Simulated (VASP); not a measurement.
# Br (Pm-3m) in VASP: further runs

Br is run at these levels: PBEsol, LDA, BLYP; tasks: single point.

All numbers are computed with VASP 6.6.1; they aren't measurements. Logs are shortened: lines on timing, memory, paths and dates and some standing lists are left out, and cuts for length are marked.

### 1 The cell of the first run

The structure is cubic, space group Pm-3m (No. 221). The conventional cell has a = 4.598 Å, b = 4.598 Å, c = 4.598 Å, α = 90.00°, β = 90.00°, γ = 90.00°. Br (site symmetry 4/mmm) has 8 Br at 3.25 Å within 4.3 Å.

### 2 Single point, PBEsol

File INCAR:

```
SYSTEM = Br
  ALGO = Normal
  EDIFF = 1E-6
  ENCUT = 520
  GGA = PS
  ISIF = 2
  ISMEAR = -1
  LASPH = .True.
  LCHARG = .False.
  LREAL = .False.
  LWAVE = .False.
  NBANDS = 18
  NELM = 80
  PREC = Accurate
  SIGMA = 0.15
```

File KPOINTS:

```
k-points
0
Gamma
  7 7 7
  0 0 0
```

File POSCAR:

```
Br
1.0
    4.5976400000      0.0000000000      0.0000000000
    0.0000000000      4.5976400000      0.0000000000
    0.0000000000      0.0000000000      4.5976400000
Br
3
Direct
    0.5000000000      0.0000000000      0.0000000000
    0.0000000000      0.5000000000      0.0000000000
    0.0000000000      0.0000000000      0.5000000000
```

Potentials or basis: VASP PAW PBE potentials, release 64 (Br).

Launch:

```
> cat potpaw_PBE.64/Br/POTCAR > POTCAR
> mpirun -np 1 vasp_std > vasp.out
```

OUTCAR:

```text
SYSTEM = Br
   EDIFF = 1E-6
   ENCUT = 520
   GGA = PS
   ISIF = 2
   ISMEAR = -1
   LASPH = .True.
   LREAL = .False.
   NELM = 80
   PREC = Accurate

 ion  position               nearest neighbor table
   1  0.500  0.000  0.000-
   2  0.000  0.500  0.000-
   3  0.000  0.000  0.500-

  LATTYP: Found a simple cubic cell.
 ALAT       =     4.5976400000

  Lattice vectors:

 A1 = (   4.5976400000,   0.0000000000,   0.0000000000)
 A2 = (   0.0000000000,   4.5976400000,   0.0000000000)
 A3 = (   0.0000000000,   0.0000000000,   4.5976400000)

Analysis of symmetry for initial positions (statically):
=====================================================================
 Subroutine PRICEL returns:
 Original cell was already a primitive cell.

 Routine SETGRP: Setting up the symmetry group for a
 simple cubic supercell.

 Subroutine GETGRP returns: Found 48 space group operations
 (whereof 48 operations were pure point group operations)
 out of a pool of 48 trial point group operations.

The static configuration has the point symmetry O_h .

Analysis of symmetry for dynamics (positions and initial velocities):
=====================================================================
 Subroutine PRICEL returns:
 Original cell was already a primitive cell.

 Routine SETGRP: Setting up the symmetry group for a
 simple cubic supercell.

 Subroutine GETGRP returns: Found 48 space group operations
 (whereof 48 operations were pure point group operations)
 out of a pool of 48 trial point group operations.

The dynamic configuration has the point symmetry O_h .

 Subroutine INISYM returns: Found 48 space group operations
 (whereof 48 operations are pure point group operations),
 and found     1 'primitive' translations

----------------------------------------------------------------------------------------

                                     Primitive cell

  volume of cell :      97.1863

  direct lattice vectors                    reciprocal lattice vectors
     4.597640000  0.000000000  0.000000000     0.217502893  0.000000000  0.000000000
     0.000000000  4.597640000  0.000000000     0.000000000  0.217502893  0.000000000
     0.000000000  0.000000000  4.597640000     0.000000000  0.000000000  0.217502893

  length of vectors
     4.597640000  4.597640000  4.597640000     0.217502893  0.217502893  0.217502893

  position of ions in fractional coordinates (direct lattice)
     0.500000000  0.000000000  0.000000000
     0.000000000  0.500000000  0.000000000
     0.000000000  0.000000000  0.500000000

  ion indices of the primitive-cell ions
   primitive index   ion index
                 1           1
                 2           2
                 3           3

----------------------------------------------------------------------------------------

 KPOINTS: k-points

Automatic generation of k-mesh.
 Grid dimensions read from file:
 generate k-points for:    7    7    7

 Generating k-lattice:

  Cartesian coordinates                     Fractional coordinates (reciprocal lattice)
     0.031071842  0.000000000  0.000000000     0.142857143  0.000000000  0.000000000
     0.000000000  0.031071842  0.000000000     0.000000000  0.142857143  0.000000000
     0.000000000  0.000000000  0.031071842     0.000000000  0.000000000  0.142857143

  Length of vectors
     0.031071842  0.031071842  0.031071842

  Shift w.r.t. Gamma in fractional coordinates (k-lattice)
     0.000000000  0.000000000  0.000000000

 Subroutine IBZKPT returns following result:
 ===========================================

 Found     20 irreducible k-points:

 Following reciprocal coordinates:
            Coordinates               Weight
  0.000000  0.000000  0.000000      1.000000
  0.142857  0.000000  0.000000      6.000000
  0.285714  0.000000  0.000000      6.000000
  0.428571  0.000000  0.000000      6.000000
  0.142857  0.142857  0.000000     12.000000
  0.285714  0.142857  0.000000     24.000000
[... 12 lines left out ...]
  0.428571  0.428571  0.285714     24.000000
  0.428571  0.428571  0.428571      8.000000
   k-points           NKPTS =     20   k-points in BZ     NKDIM =     20   number of bands    NBANDS=     18
   number of dos      NEDOS =    301   number of ions     NIONS =      3
   total plane-waves  NPLWV =  46656
   dimension x,y,z NGX =    36 NGY =   36 NGZ =   36
   dimension x,y,z NGXF=    72 NGYF=   72 NGZF=   72
   ions per type =               3
   NGX,Y,Z   is equivalent  to a cutoff of  13.02, 13.02, 13.02 a.u.
   NGXF,Y,Z  is equivalent  to a cutoff of  26.03, 26.03, 26.03 a.u.
 SYSTEM =  Br
   PREC   = accura    normal or accurate (medium, high low for compatibility)
   ISTART =      0    job   : 0-new  1-cont  2-samecut
   ICHARG =      2    charge: 1-file 2-atom 10-const
   ISPIN  =      1    spin polarized calculation?
   LNONCOLLINEAR =      F non collinear calculations
   LSORBIT =      F    spin-orbit coupling
   LASPH  =      T    aspherical Exc in radial PAW
   ENCUT  =  520.0 eV  38.22 Ry    6.18 a.u.   8.55  8.55  8.55*2*pi/ulx,y,z
   NELM   =     80;   NELMIN=  2; NELMDL= -5     # of ELM steps
   EDIFF  = 0.1E-05   stopping-criterion for ELM
   LREAL  =      F    real-space projection
   EDIFFG = 0.1E-04   stopping-criterion for IOM
   NSW    =      0    number of steps for IOM
   IBRION =     -1    ionic relax: 0-MD 1-quasi-New 2-CG
   NFREE  =      0    steps in history (QN), initial steepest desc. (CG)
   ISIF   =      2    stress and relaxation
   ISYM   =      2    0-nonsym 1-usesym 2-fastsym
   POTIM  = 0.5000    time-step for ionic-motion
   TEBEG  =    0.0;   TEEND  =   0.0 temperature during run
   PSTRESS=    0.0 pullay stress
   NELECT =      21.0000    total number of electrons
   NUPDOWN=      -1.0000    fix difference up-down
   EMIN   =  10.00;   EMAX   =-10.00  energy-range for DOS
   EFERMI =   0.00;   METHOD = LEGACY
   ISMEAR =    -1;   SIGMA  =   0.15  broadening in eV -4-tet -1-fermi 0-gaus
   EFERMI_NEDOS =   21; number of points for ismear=-14 and -15
   IALGO  =     38    algorithm
   IMIX   =      4    mixing-type and parameters
     AMIX     =   0.40;   BMIX     =  1.00
     AMIX_MAG =   1.60;   BMIX_MAG =  1.00
  volume/ion in A,a.u.               =      32.40       218.62
  Fermi-wavevector in a.u.,A,eV,Ry     =   0.982380  1.856430 13.130588  0.965071
  Thomas-Fermi vector in A             =   2.113458
   LORBIT       =      0    0 simple, 1 ext, 2 COOP (PROOUT), +10 PAW based schemes
   GGA     = PS    functional components
   LHFCALC =     F    Hartree Fock is set to
   AEXX    =    0.0000 exact exchange contribution
   IVDW    =     0    specifies the selected vdW correction
   LEPSILON=     F    determine dielectric tensor
   LRPA    =     F    only Hartree local field effects (RPA)
 non-spin polarized calculation
  energy-cutoff  :      520.00
  volume of cell :       97.19
 maximum number of plane-waves:      2634
 NGX is ok and might be reduce to    36
   NGX = 17   NGY = 17   NGZ = 17

 number of electron      21.0000006 magnetization

 Free energy of the ion-electron system (eV)
  ---------------------------------------------------
  ext. energy  EPLUGINS =         0.00000000
  ---------------------------------------------------
  free energy    TOTEN  =        -4.01775236 eV

  energy without entropy =       -3.63009551  energy(sigma->0) =       -3.82392393

 E-fermi :   0.0862     XC(G=0):  -8.2913

 val. band max:        0.0771566067   @ k =   0.1429   0.0000   0.0000
 cond. band min:       0.1316809452   @ k =   0.4286   0.1429   0.1429
 fundamental gap:      0.0545243385
 Fermi energy:         0.0862018340

 k-point     1 :       0.0000    0.0000    0.0000
  band No.  band energies     occupation
      1     -15.0901      2.00000
      2     -13.3363      2.00000
      3     -13.3363      2.00000
      4      -3.5793      2.00000
      5      -3.5793      2.00000
      6      -3.5793      2.00000
[... 10 lines left out ...]
     17       8.8446      0.00000
     18       8.8446      0.00000

 k-point     2 :       0.1429    0.0000    0.0000
  band No.  band energies     occupation
      1     -15.0257      2.00000
      2     -13.4298      2.00000
      3     -13.3315      2.00000
      4      -3.4934      2.00000
      5      -3.4934      2.00000
      6      -3.4463      2.00000
[... 10 lines left out ...]
     17       8.9440      0.00000
     18       9.1979      0.00000

 k-point     3 :       0.2857    0.0000    0.0000
  band No.  band energies     occupation
      1     -14.8473      2.00000
      2     -13.6725      2.00000
      3     -13.3207      2.00000
      4      -3.2601      2.00000
      5      -3.2601      2.00000
      6      -3.0600      2.00000
[... 10 lines left out ...]
     17       9.7387      0.00000
     18       9.9934      0.00000

 k-point     4 :       0.4286    0.0000    0.0000
  band No.  band energies     occupation
      1     -14.6254      2.00000
      2     -13.9448      2.00000
      3     -13.3120      2.00000
      4      -2.9954      2.00000
      5      -2.9954      2.00000
      6      -2.4645      2.00000
[... 10 lines left out ...]
     17      10.5308      0.00000
     18      10.5308      0.00000

 k-point     5 :       0.1429    0.1429    0.0000
  band No.  band energies     occupation
      1     -14.9627      2.00000
      2     -13.4657      2.00000
      3     -13.3782      2.00000
      4      -3.6009      2.00000
      5      -3.4063      2.00000
      6      -3.1391      2.00000
[... 10 lines left out ...]
     17       9.1485      0.00000
     18       9.4449      0.00000

 k-point     6 :       0.2857    0.1429    0.0000
  band No.  band energies     occupation
      1     -14.7875      2.00000
      2     -13.6761      2.00000
      3     -13.3862      2.00000
      4      -3.5005      2.00000
      5      -3.1686      2.00000
      6      -2.6899      2.00000
[... 10 lines left out ...]
     17       9.6071      0.00000
     18      10.0664      0.00000

 k-point     7 :       0.4286    0.1429    0.0000
  band No.  band energies     occupation
      1     -14.5680      2.00000
      2     -13.9368      2.00000
      3     -13.3791      2.00000
      4      -3.2174      2.00000
      5      -2.8948      2.00000
      6      -2.5547      2.00000
[... 10 lines left out ...]
     17      10.1971      0.00000
     18      10.2709      0.00000

 k-point     8 :       0.2857    0.2857    0.0000
  band No.  band energies     occupation
      1     -14.6210      2.00000
      2     -13.7326      2.00000
      3     -13.5173      2.00000
      4      -3.6051      2.00000
      5      -2.9144      2.00000
      6      -2.5222      2.00000
[... 10 lines left out ...]
     17       9.6204      0.00000
     18      10.0945      0.00000
[... 145 lines left out ...]
     17      10.6801      0.00000
     18      11.0389      0.00000

 k-point    16 :       0.4286    0.4286    0.1429
  band No.  band energies     occupation
      1     -14.1520      2.00000
      2     -13.9186      2.00000
      3     -13.7924      2.00000
      4      -3.9592      2.00000
      5      -3.4903      2.00000
      6      -2.4628      2.00000
[... 10 lines left out ...]
     17      10.5320      0.00000
     18      10.7351      0.00000

 k-point    17 :       0.2857    0.2857    0.2857
  band No.  band energies     occupation
      1     -14.4276      2.00000
      2     -13.7087      2.00000
      3     -13.7087      2.00000
      4      -4.2070      2.00000
      5      -2.8024      2.00000
      6      -2.8024      2.00000
[... 10 lines left out ...]
     17       9.9159      0.00000
     18      11.7455      0.00000

 k-point    18 :       0.4286    0.2857    0.2857
  band No.  band energies     occupation
      1     -14.2408      2.00000
      2     -13.8952      2.00000
      3     -13.6953      2.00000
      4      -4.3167      2.00000
      5      -3.1636      2.00000
      6      -3.0435      2.00000
[... 10 lines left out ...]
     17      10.7979      0.00000
     18      11.2286      0.00000

 k-point    19 :       0.4286    0.4286    0.2857
  band No.  band energies     occupation
      1     -14.0766      2.00000
      2     -13.8997      2.00000
      3     -13.8240      2.00000
      4      -4.5584      2.00000
      5      -3.4518      2.00000
      6      -3.0748      2.00000
[... 10 lines left out ...]
     17      10.5902      0.00000
     18      11.0985      0.00000

 k-point    20 :       0.4286    0.4286    0.4286
  band No.  band energies     occupation
      1     -13.9806      2.00000
      2     -13.8844      2.00000
      3     -13.8844      2.00000
      4      -4.8977      2.00000
      5      -3.4301      2.00000
      6      -3.4058      2.00000
[... 10 lines left out ...]
     17      11.8094      0.00000
     18      11.9068      0.00000

------------------------ aborting loop because EDIFF is reached ----------------------------------------

  FORCE on cell =-STRESS in cart. coord.  units (eV):
  Direction    XX          YY          ZZ          XY          YZ          ZX
  --------------------------------------------------------------------------------------
  -------------------------------------------------------------------------------------
  Total       -1.4131272     -1.4131272     -1.4131272      0.0000000      0.0000000     -0.0000000
  in kB      -23.2963007    -23.2963007    -23.2963007      0.0000000      0.0000000     -0.0000000
  external PRESSURE =     -23.2963007 kB  Pullay stress =       0.0000000 kB

 VOLUME and BASIS-vectors are now :
 -----------------------------------------------------------------------------
  energy-cutoff  :      520.00
  volume of cell :       97.19
      direct lattice vectors                 reciprocal lattice vectors
     4.597640000  0.000000000  0.000000000     0.217502893  0.000000000  0.000000000
     0.000000000  4.597640000  0.000000000     0.000000000  0.217502893  0.000000000
     0.000000000  0.000000000  4.597640000     0.000000000  0.000000000  0.217502893

 POSITION                                       TOTAL-FORCE (eV/Angst)
 -----------------------------------------------------------------------------------
      2.29882      0.00000      0.00000         0.000000      0.000000      0.000000
      0.00000      2.29882      0.00000         0.000000      0.000000      0.000000
      0.00000      0.00000      2.29882         0.000000      0.000000      0.000000
 -----------------------------------------------------------------------------------
    total drift:                                0.000000      0.000000     -0.000000

  FREE ENERGIE OF THE ION-ELECTRON SYSTEM (eV)
  ---------------------------------------------------
  free  energy   TOTEN  =        -4.0177523562 eV

  energy  without entropy=       -3.6300955118  energy(sigma->0) =       -3.82392393
```

Wall time 27 s (1 thread of Intel Xeon 6975P-C, shared host); peak memory 0.2 GiB.

Results:

| Quantity | Value |
| --- | --- |
| Free energy | -4.0178 eV |
| Pressure | -2.3 GPa |

Levels at points of the mesh, in eV from the Fermi level:
| k point | band 8 | band 9 | band 10 | band 11 | band 12 | band 13 |
| --- | --- | --- | --- | --- | --- | --- |
| (0.00, 0.00, 0.00) | -0.93 | -0.93 | 0.34 | 0.34 | 0.34 | 5.01 |

Caveat: the PAW data sets were made with another functional, which shifts forces and pressure a little; an odd number of electrons without spin polarisation forces a metal; a magnetic or distorted state may lie lower.

(Continued in part 2 of 2.)
